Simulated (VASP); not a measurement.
A run of VASP 6.6.1 is set up as follows.

INCAR

```
PREC = Accurate
ENCUT = 520
EDIFF = 1E-7
ISMEAR = -1
SIGMA = 0.05
LREAL = F
LASPH = T
NELM = 150
ALGO = Normal
ISIF = 2
LWAVE = F
LCHARG = F
ISPIN = 2
MAGMOM = 1
LORBIT = 11
LMAXMIX = 4
GGA = PE
NBANDS = 16
```

The input KPOINTS:

```
regular mesh
0
Gamma
  20 20 20
```

File POSCAR:

```
Zr
1.0
    0.0000000000      2.1989543145      2.1989543145
    2.1989543145      0.0000000000      2.1989543145
    2.1989543145      2.1989543145      0.0000000000
Zr
1
Direct
    0.0000000000      0.0000000000      0.0000000000
```

Potentials or basis: VASP PAW PBE potentials, release 64 (Zr_sv).

Launch:

```sh
$ cat potpaw_PBE.64/Zr_sv/POTCAR > POTCAR
$ mpirun -np 1 vasp_std > vasp.out
```

Estimate the pressure.

9.1 GPa.

Predict the net moment.

0.00 μB per cell.

Predict the band gap on the k mesh.

zero (filled and empty bands overlap).

Caveat: the cell stands under pressure.
